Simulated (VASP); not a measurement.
# SiC (lda) (Imm2) in VASP: a series of runs

SiC (lda) is run at these levels: LDA; tasks: single point.

All numbers are computed with VASP 6.6.1; they aren't measurements. Logs are shortened: lines on timing, memory, paths and dates and some standing lists are left out, and cuts for length are marked.

## (1) The cell of the first run

The structure is orthorhombic, space group Imm2 (No. 44). The conventional cell has a = 3.052 Å, b = 3.092 Å, c = 4.372 Å, α = 90.00°, β = 90.00°, γ = 90.00°. Within 2.5 Å of Si (site symmetry mm2) lie 4 C at 1.88 to 1.89 Å. Within 2.5 Å of C (site symmetry mm2) lie 4 Si at 1.88 to 1.89 Å.

## (2) Single point, LDA

Input file INCAR:

```
ALGO = Normal
EDIFF = 1E-6
ENCUT = 600
GGA = CA
GGA_COMPAT = False
ISIF = 2
ISMEAR = 0
LASPH = True
LCHARG = True
LELF = True
LREAL = False
LVHAR = True
LWAVE = False
NBANDS = 11
NELM = 120
PREC = Accurate
SIGMA = 0.01
```

Input file KPOINTS:

```
k-points
0
Gamma
  10 10 10
```

Input file POSCAR:

```
SiC
1.0
   -0.0140111260      2.1721676711      2.1861787971
    2.1721676711     -0.0140111260      2.1861787971
    2.1581565452      2.1581565452      0.0000000000
Si C
1 1
Direct
   -0.0006011847     -0.0006011847      0.0006011847
    0.2506011847      0.2506011847      0.2493988153
```

Potentials or basis: VASP PAW LDA potentials, release 64 (Si, C).

Run with:

```console
> cat potpaw_LDA.64/Si/POTCAR potpaw_LDA.64/C/POTCAR > POTCAR
> mpirun -np 1 vasp_std > vasp.out
```

OUTCAR:

```text
EDIFF = 1E-6
   ENCUT = 600
   GGA = CA
   ISIF = 2
   ISMEAR = 0
   LASPH = True
   LREAL = False
   NELM = 120
   PREC = Accurate

 ion  position               nearest neighbor table
   1  0.999  0.999  0.001-   2 1.88   2 1.88   2 1.89   2 1.89
   2  0.251  0.251  0.249-   1 1.88   1 1.88   1 1.89   1 1.89

  LATTYP: Found a body centered orthorhombic cell.
 ALAT       =     3.0520942559
 B/A-ratio  =     1.0129843463
 C/A-ratio  =     1.4325762010

  Lattice vectors:

 A1 = (   0.0140111260,  -2.1721676711,  -2.1861787971)
 A2 = (  -0.0140111259,   2.1721676712,  -2.1861787971)
 A3 = (   2.1721676711,  -0.0140111260,   2.1861787971)

Analysis of symmetry for initial positions (statically):
=====================================================================
 Subroutine PRICEL returns:
 Original cell was already a primitive cell.

 Routine SETGRP: Setting up the symmetry group for a
 body centered orthorhombic supercell.

 Subroutine GETGRP returns: Found  4 space group operations
 (whereof  4 operations were pure point group operations)
 out of a pool of  8 trial point group operations.

The static configuration has the point symmetry C_2v.

Analysis of symmetry for dynamics (positions and initial velocities):
=====================================================================
 Subroutine PRICEL returns:
 Original cell was already a primitive cell.

 Routine SETGRP: Setting up the symmetry group for a
 body centered orthorhombic supercell.

 Subroutine GETGRP returns: Found  4 space group operations
 (whereof  4 operations were pure point group operations)
 out of a pool of  8 trial point group operations.

The dynamic configuration has the point symmetry C_2v.

 Subroutine INISYM returns: Found  4 space group operations
 (whereof  4 operations are pure point group operations),
 and found     1 'primitive' translations

----------------------------------------------------------------------------------------

                                     Primitive cell

  volume of cell :      20.6293

  direct lattice vectors                    reciprocal lattice vectors
    -0.014011126  2.172167671  2.186178797    -0.228709564  0.228709564  0.228709564
     2.172167671 -0.014011126  2.186178797     0.228709564 -0.228709564  0.228709564
     2.158156545  2.158156545  0.000000000     0.231679208  0.231679208 -0.228709564

  length of vectors
     3.081864117  3.081864117  3.052094256     0.396136585  0.396136585  0.399572992

  position of ions in fractional coordinates (direct lattice)
     0.999398815  0.999398815  0.000601185
     0.250601185  0.250601185  0.249398815

  ion indices of the primitive-cell ions
   primitive index   ion index
                 1           1
                 2           2

----------------------------------------------------------------------------------------

 KPOINTS: k-points

Automatic generation of k-mesh.
 Grid dimensions read from file:
 generate k-points for:   10   10   10

 Generating k-lattice:

  Cartesian coordinates                     Fractional coordinates (reciprocal lattice)
    -0.022870956  0.022870956  0.022870956     0.100000000 -0.000000000  0.000000000
     0.022870956 -0.022870956  0.022870956    -0.000000000  0.100000000  0.000000000
     0.023167921  0.023167921 -0.022870956    -0.000000000 -0.000000000  0.100000000

  Length of vectors
     0.039613659  0.039613659  0.039957299

  Shift w.r.t. Gamma in fractional coordinates (k-lattice)
     0.000000000  0.000000000  0.000000000

 Subroutine IBZKPT returns following result:
 ===========================================

 Found    171 irreducible k-points:

 Following reciprocal coordinates:
            Coordinates               Weight
  0.000000  0.000000  0.000000      1.000000
  0.100000  0.000000  0.000000      4.000000
  0.200000  0.000000  0.000000      4.000000
  0.300000  0.000000  0.000000      4.000000
  0.400000  0.000000  0.000000      4.000000
  0.500000  0.000000  0.000000      2.000000
[... 16 lines left out ...]
  0.300000  0.300000  0.000000      2.000000
  0.400000  0.300000  0.000000      4.000000
 [... further k-points ...]
   k-points           NKPTS =    171   k-points in BZ     NKDIM =    171   number of bands    NBANDS=     11
   number of dos      NEDOS =    301   number of ions     NIONS =      2
   total plane-waves  NPLWV =  18816
   dimension x,y,z NGX =    28 NGY =   28 NGZ =   24
   dimension x,y,z NGXF=    56 NGYF=   56 NGZF=   48
   ions per type =               1   1
   NGX,Y,Z   is equivalent  to a cutoff of  15.10, 15.10, 13.07 a.u.
   NGXF,Y,Z  is equivalent  to a cutoff of  30.21, 30.21, 26.15 a.u.
 SYSTEM =  unknown system
   PREC   = accura    normal or accurate (medium, high low for compatibility)
   ISTART =      0    job   : 0-new  1-cont  2-samecut
   ICHARG =      2    charge: 1-file 2-atom 10-const
   ISPIN  =      1    spin polarized calculation?
   LNONCOLLINEAR =      F non collinear calculations
   LSORBIT =      F    spin-orbit coupling
   LASPH  =      T    aspherical Exc in radial PAW
   ENCUT  =  600.0 eV  44.10 Ry    6.64 a.u.   6.16  6.16  6.10*2*pi/ulx,y,z
   NELM   =    120;   NELMIN=  2; NELMDL= -5     # of ELM steps
   EDIFF  = 0.1E-05   stopping-criterion for ELM
   LREAL  =      F    real-space projection
   EDIFFG = 0.1E-04   stopping-criterion for IOM
   NSW    =      0    number of steps for IOM
   IBRION =     -1    ionic relax: 0-MD 1-quasi-New 2-CG
   NFREE  =      0    steps in history (QN), initial steepest desc. (CG)
   ISIF   =      2    stress and relaxation
   ISYM   =      2    0-nonsym 1-usesym 2-fastsym
   POTIM  = 0.5000    time-step for ionic-motion
   TEBEG  =    0.0;   TEEND  =   0.0 temperature during run
   PSTRESS=    0.0 pullay stress
   NELECT =       8.0000    total number of electrons
   NUPDOWN=      -1.0000    fix difference up-down
   EMIN   =  10.00;   EMAX   =-10.00  energy-range for DOS
   EFERMI =   0.00;   METHOD = LEGACY
   ISMEAR =     0;   SIGMA  =   0.01  broadening in eV -4-tet -1-fermi 0-gaus
   EFERMI_NEDOS =   21; number of points for ismear=-14 and -15
   IALGO  =     38    algorithm
   IMIX   =      4    mixing-type and parameters
     AMIX     =   0.40;   BMIX     =  1.00
     AMIX_MAG =   1.60;   BMIX_MAG =  1.00
  volume/ion in A,a.u.               =      10.31        69.61
  Fermi-wavevector in a.u.,A,eV,Ry     =   1.193832  2.256016 19.391513  1.425236
  Thomas-Fermi vector in A             =   2.329837
   LORBIT       =      0    0 simple, 1 ext, 2 COOP (PROOUT), +10 PAW based schemes
   GGA     = CA    functional components
   LHFCALC =     F    Hartree Fock is set to
   AEXX    =    0.0000 exact exchange contribution
   IVDW    =     0    specifies the selected vdW correction
   LEPSILON=     F    determine dielectric tensor
   LRPA    =     F    only Hartree local field effects (RPA)
 non-spin polarized calculation
 Gauss-broadening in eV      SIGMA  =   0.01
  energy-cutoff  :      600.00
  volume of cell :       20.63
 maximum number of plane-waves:       701
 NGX is ok and might be reduce to    28
   NGX = 13   NGY = 13   NGZ = 13

 number of electron       8.0000000 magnetization

 Free energy of the ion-electron system (eV)
  ---------------------------------------------------
  ext. energy  EPLUGINS =         0.00000000
  ---------------------------------------------------
  free energy    TOTEN  =       -16.63828388 eV

  energy without entropy =      -16.63828388  energy(sigma->0) =      -16.63828388

 E-fermi :   8.2857     XC(G=0): -11.5696

 val. band max:        8.1748220130   @ k =   0.0000   0.0000   0.0000
 cond. band min:       9.3782425981   @ k =   0.5000   0.0000   0.5000
 fundamental gap:      1.2034205852
 Fermi energy:         8.2856710311

 k-point     1 :       0.0000    0.0000    0.0000
  band No.  band energies     occupation
      1      -7.2440      2.00000
      2       8.0475      2.00000
      3       8.0648      2.00000
      4       8.1748      2.00000
      5      14.3781      0.00000
      6      15.1658      0.00000
      7      15.3655      0.00000
      8      15.4426      0.00000
      9      22.4720      0.00000
     10      22.6740      0.00000
     11      24.3123      0.00000

 k-point     2 :       0.1000    0.0000    0.0000
  band No.  band energies     occupation
      1      -7.0494      2.00000
      2       7.0433      2.00000
      3       7.9271      2.00000
      4       8.0445      2.00000
      5      14.6676      0.00000
      6      15.4489      0.00000
      7      15.5769      0.00000
      8      15.6785      0.00000
      9      21.5218      0.00000
     10      21.7379      0.00000
     11      24.2029      0.00000

 k-point     3 :       0.2000    0.0000    0.0000
  band No.  band energies     occupation
      1      -6.4739      2.00000
      2       4.9248      2.00000
      3       7.6241      2.00000
      4       7.7447      2.00000
      5      14.3495      0.00000
      6      15.8627      0.00000
      7      16.0321      0.00000
      8      16.7595      0.00000
      9      20.8572      0.00000
     10      21.0763      0.00000
     11      23.3624      0.00000
[... 267 lines left out ...]
 k-point    23 :       0.3000    0.3000    0.0000
  band No.  band energies     occupation
      1      -4.9724      2.00000
      2       3.7428      2.00000
      3       5.6542      2.00000
      4       5.8664      2.00000
      5      11.1983      0.00000
      6      13.6627      0.00000
      7      19.4812      0.00000
      8      19.5486      0.00000
      9      20.3485      0.00000
     10      25.2133      0.00000
     11      29.5739      0.00000

 k-point    24 :       0.4000    0.3000    0.0000
  band No.  band energies     occupation
      1      -4.0987      2.00000
      2       2.5016      2.00000
      3       4.8701      2.00000
      4       5.6087      2.00000
      5      10.9569      0.00000
      6      13.6316      0.00000
      7      19.5845      0.00000
      8      19.9479      0.00000
      9      21.6742      0.00000
     10      26.1432      0.00000
     11      29.2000      0.00000

 [... further k-points ...]

------------------------ aborting loop because EDIFF is reached ----------------------------------------

  FORCE on cell =-STRESS in cart. coord.  units (eV):
  Direction    XX          YY          ZZ          XY          YZ          ZX
  --------------------------------------------------------------------------------------
  -------------------------------------------------------------------------------------
  Total       -0.3781692     -0.3781692     -0.6012960      0.4114547      0.0000000      0.0000000
  in kB      -29.3705778    -29.3705778    -46.6997542     31.9556994      0.0000000      0.0000000
  external PRESSURE =     -35.1469699 kB  Pullay stress =       0.0000000 kB

 VOLUME and BASIS-vectors are now :
 -----------------------------------------------------------------------------
  energy-cutoff  :      600.00
  volume of cell :       20.63
      direct lattice vectors                 reciprocal lattice vectors
    -0.014011126  2.172167671  2.186178797    -0.228709564  0.228709564  0.228709564
     2.172167671 -0.014011126  2.186178797     0.228709564 -0.228709564  0.228709564
     2.158156545  2.158156545  0.000000000     0.231679208  0.231679208 -0.228709564

 POSITION                                       TOTAL-FORCE (eV/Angst)
 -----------------------------------------------------------------------------------
      2.15816      2.15816      4.36973         0.000000      0.000000     -0.000887
      1.07908      1.07908      1.09572        -0.000000     -0.000000      0.000887
 -----------------------------------------------------------------------------------
    total drift:                                0.000001      0.000001     -0.000253

  FREE ENERGIE OF THE ION-ELECTRON SYSTEM (eV)
  ---------------------------------------------------
  free  energy   TOTEN  =       -16.6382838810 eV

  energy  without entropy=      -16.6382838810  energy(sigma->0) =      -16.63828388
```

It took 17 s on 1 thread of Intel Xeon 6975P-C (Granite Rapids), shared host; peak memory 0.16 GiB.

What came out:

| Property | Result |
| --- | --- |
| Free energy | -16.6383 eV |
| Pressure | -3.5 GPa |
| Band gap on the k mesh | 1.20 eV, indirect (least direct gap 4.37 eV) |

Stress tensor (GPa, compression positive):
```
-2.94  3.20  0.00
 3.20 -2.94  0.00
 0.00  0.00 -4.67
```

A k mesh can miss the band edges. LDA gaps usually lie below the measured ones, often by a third to a half.

## (3) Single point, LDA

Input file INCAR:

```
SYSTEM = SiC
ALGO = Normal ; EDIFF = 1E-6
ENCUT = 600 ; GGA = CA
GGA_COMPAT = .FALSE. ; ISIF = 2
ISMEAR = 0 ; LASPH = .TRUE.
LCHARG = .FALSE. ; LREAL = .FALSE.
LWAVE = .FALSE. ; NBANDS = 11
NELM = 120 ; PREC = Accurate
SIGMA = 0.01
```

Input file KPOINTS:

```
k-points
0
G
  10 10 10
  0 0 0
```

POSCAR is that of step 2.

Potentials or basis: VASP PAW LDA potentials, release 64 (Si, C).

Run with:

```console
> cat potpaw_LDA.64/Si/POTCAR potpaw_LDA.64/C/POTCAR > POTCAR
> mpirun -np 1 vasp_std > vasp.out
```

Wall time 16 s (1 thread of Intel Xeon 6975P-C (Granite Rapids), shared host); peak memory 0.16 GiB.

Results (log left out):

```
Free energy            : -16.6383 eV
Pressure               : -3.5 GPa
Band gap on the k mesh : 1.20 eV, indirect (least direct gap 4.37 eV)
```

Stress tensor (GPa, compression positive):
```
-2.94  3.20  0.00
 3.20 -2.94  0.00
 0.00  0.00 -4.67
```

Levels at points of the mesh, in eV from the valence-band top:
```csv
k point,band 2,band 3,band 4,band 5,band 6,band 7
"(0.00, 0.00, 0.00)",-0.13,-0.11,0.00,6.20,6.99,7.19
"(0.50, 0.00, 0.00)",-8.67,-1.15,-1.03,5.42,7.03,7.22
"(0.50, 0.50, 0.00)",-7.95,-3.35,-3.12,1.25,4.21,13.79
"(0.00, 0.00, 0.50)",-8.63,-1.19,-1.16,5.25,7.00,7.01
"(0.50, 0.00, 0.50)",-7.87,-3.31,-3.30,1.20,4.08,13.67
```

A k mesh can miss the band edges. Expect the measured gap to be larger: semilocal functionals such as LDA lack the derivative discontinuity.

## (4) Single point, LDA (strained cell)

Input file INCAR:

```
SYSTEM = SiC
PREC = Accurate
ENCUT = 600
EDIFF = 1E-6
ISMEAR = 0
SIGMA = 0.02
LREAL = .False.
LASPH = .True.
NELM = 120
ALGO = Normal
ISIF = 2
LWAVE = .False.
LCHARG = .False.
NBANDS = 11
GGA_COMPAT = .False.
```

Input file KPOINTS:

```
Automatic mesh
0
Gamma
  10 10 10
  0 0 0
```

Input file POSCAR:

```
SiC
1.0
   -0.0057853213      2.1803934758      2.1861787971
    2.1803934758     -0.0057853213      2.1861787971
    2.1746081545      2.1746081545      0.0000000000
Si C
1 1
Direct
   -0.0002401390     -0.0002401390      0.0002401390
    0.2502401390      0.2502401390      0.2497598610
```

Potentials or basis: VASP PAW LDA potentials, release 64 (Si, C).

Run with:

```console
> cat potpaw_LDA.64/Si/POTCAR potpaw_LDA.64/C/POTCAR > POTCAR
> mpirun -np 1 vasp_std > vasp.out
```

OUTCAR:

```text
SYSTEM = SiC
   PREC = Accurate
   ENCUT = 600
   EDIFF = 1E-6
   ISMEAR = 0
   LREAL = .False.
   LASPH = .True.
   NELM = 120
   ISIF = 2

 ion  position               nearest neighbor table
   1  1.000  1.000  0.000-   2 1.89   2 1.89   2 1.89   2 1.89
   2  0.250  0.250  0.250-   1 1.89   1 1.89   1 1.89   1 1.89

  LATTYP: Found a body centered orthorhombic cell.
 ALAT       =     3.0753603449
 B/A-ratio  =     1.0053207943
 C/A-ratio  =     1.4217383018

  Lattice vectors:

[... 525 lines left out ...]

  FORCE on cell =-STRESS in cart. coord.  units (eV):
  Direction    XX          YY          ZZ          XY          YZ          ZX
  --------------------------------------------------------------------------------------
  -------------------------------------------------------------------------------------
  Total       -0.6357574     -0.6357574     -0.7263790      0.1675494      0.0000000      0.0000000
  in kB      -49.0026577    -49.0026577    -55.9875535     12.9143033      0.0000000      0.0000000
  external PRESSURE =     -51.3309563 kB  Pullay stress =       0.0000000 kB

 VOLUME and BASIS-vectors are now :
 -----------------------------------------------------------------------------
  energy-cutoff  :      600.00
  volume of cell :       20.79
      direct lattice vectors                 reciprocal lattice vectors
    -0.005785321  2.180393476  2.186178797    -0.228709564  0.228709564  0.228709564
     2.180393476 -0.005785321  2.186178797     0.228709564 -0.228709564  0.228709564
     2.174608155  2.174608155  0.000000000     0.229926481  0.229926481 -0.228709564

 POSITION                                       TOTAL-FORCE (eV/Angst)
 -----------------------------------------------------------------------------------
      2.17461      2.17461      4.37131         0.000000      0.000000     -0.000199
      1.08730      1.08730      1.09414        -0.000000     -0.000000      0.000199
 -----------------------------------------------------------------------------------
    total drift:                               -0.000000     -0.000000     -0.000090

  FREE ENERGIE OF THE ION-ELECTRON SYSTEM (eV)
  ---------------------------------------------------
  free  energy   TOTEN  =       -16.6368088034 eV

  energy  without entropy=      -16.6368088034  energy(sigma->0) =      -16.63680880
```

Run time: 20 s. Hardware: 1 thread of Intel Xeon 6975P-C (Granite Rapids), shared host; peak memory 0.16 GiB.

What came out:

```yaml
Free_energy: -16.6368 eV
Pressure: -5.1 GPa
Band_gap_on_the_k_mesh: 1.27 eV, indirect (least direct gap 4.44 eV)
```

Levels at points of the mesh, in eV from the valence-band top:
```
           k point  band 1  band 2  band 3  band 4  band 5  band 6  band 7  band 8
(0.00, 0.00, 0.00)  -15.31   -0.05   -0.04    0.00    6.20    7.07    7.14    7.18
(0.50, 0.00, 0.00)  -11.73   -8.57   -1.09   -1.04    5.35    7.06    7.14    9.87
(0.50, 0.50, 0.00)  -10.25   -7.85   -3.24   -3.15    1.29    4.17   13.74   13.76
(0.00, 0.00, 0.50)  -11.69   -8.55   -1.11   -1.09    5.28    7.05    7.06    9.85
(0.50, 0.00, 0.50)  -10.22   -7.82   -3.23   -3.22    1.27    4.13   13.70   13.77
```

Caveat: the cell differs from its parent crystal (strained cell).
